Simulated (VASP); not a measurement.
Crystal: BP4.

```
CELL_PARAMETERS angstrom
4.10080 0.00000 0.00000
0.00000 4.10080 0.00000
0.00000 0.00000 5.20672
ATOMIC_POSITIONS crystal
B 0.50000 0.50000 0.00000
P 0.50000 0.00000 0.00000
P 0.00000 0.50000 0.00000
P 0.00000 0.00000 0.24874
P 0.00000 0.00000 0.75126
```

The cell was built from a structure type or drawn by symmetry, and may not be a known phase.

* Program: VASP 6.6.1
* Task: relaxation of cell and atoms
* Functional: PBE
* Potentials or basis: VASP PAW PBE potentials, release 64 (B, P)
* Cutoff: 600 eV
* k mesh: 10 × 10 × 8
* Occupations: gaussian, width 0.1 eV
* Spin: no spin polarisation

At the start: pressure 0.5 GPa; volume 17.51 Å³/atom.

**Question.** How do energy, volume and symmetry change on relaxing?

**Answer.** Over 12 steps the energy falls by 10.3 meV/atom and the volume is 17.98 Å³/atom (+2.7 %); space group P4/mmm (No. 123, to 0.1 Å) before and after.

Step by step:
```csv
step,energy change (eV),largest force (eV/Å),pressure (GPa),volume (Å³)
1,0.0000,0.4123,0.53,87.56
2,-0.0294,0.3457,-0.32,88.29
3,-0.0399,0.2580,-1.08,89.04
4,-0.0432,0.1361,0.93,87.61
5,-0.0466,0.0428,0.07,88.19
6,-0.0485,0.0506,0.23,88.30
7,-0.0491,0.0537,0.39,88.39
8,-0.0503,0.0814,-0.03,89.05
9,-0.0504,0.0947,-0.23,89.36
10,-0.0512,0.0565,-0.16,89.60
11,-0.0516,0.0100,-0.08,89.90
12,-0.0516,0.0082,-0.07,89.91
```

Final structure:
```
B P
1.0
     4.16074    0.00000    0.00000
     0.00000    4.16074    0.00000
     0.00000    0.00000    5.19335
B P
1 4
Direct
  0.50000 0.50000 0.00000
  0.50000 0.00000 0.00000
  0.00000 0.50000 0.00000
  0.00000 0.00000 0.23229
  0.00000 0.00000 0.76771
```
